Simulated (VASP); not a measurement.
Write the native input for VASP 6.6.1 that does the following.

```
Task                   : single point
Functional             : LDA
Potentials or basis    : VASP PAW LDA potentials, release 64 (Na_pv, H)
Cutoff                 : 500 eV
k mesh                 : 8 × 8 × 8
Occupations            : gaussian, width 0.02 eV
Spin                   : no spin polarisation
Dipole correction      : no
Further INCAR settings : ALGO = Normal; EDIFF = 1e-06; NBANDS = 11
```

The structure of NaH lies in POSCAR:

```
NaH
1.0
    0.0000000000      2.3456225258      2.3456225258
    2.3456225258      0.0000000000      2.3456225258
    2.3456225258      2.3456225258      0.0000000000
Na H
1 1
Direct
    0.0000000000      0.0000000000      0.0000000000
    0.5000000000      0.5000000000      0.5000000000
```

These files were run (other wordings do the same):

INCAR

```
PREC = Accurate ; ENCUT = 500
EDIFF = 1E-6 ; ISMEAR = 0
SIGMA = 0.02 ; LREAL = False
LASPH = True ; NELM = 120
ALGO = Normal ; ISIF = 2
LWAVE = False ; LCHARG = True
GGA = CA ; LELF = True
LVHAR = True ; NBANDS = 11
GGA_COMPAT = False
```

KPOINTS

```
Automatic mesh
0
Gamma
  8 8 8
```

Potentials or basis: VASP PAW LDA potentials, release 64 (Na_pv, H).

Launch:

```sh
$ cat potpaw_LDA.64/Na_pv/POTCAR potpaw_LDA.64/H/POTCAR > POTCAR
$ mpirun -np 1 vasp_std > vasp.out
```

Results of the run:

| Item | Value |
| --- | --- |
| Pressure | -0.1 GPa |
| Band gap on the k mesh | 3.54 eV, indirect (least direct gap 4.50 eV) |

Wall time 7 s on 1 thread of Intel Xeon 8259CL, on a shared host, peak memory 0.12 GiB.
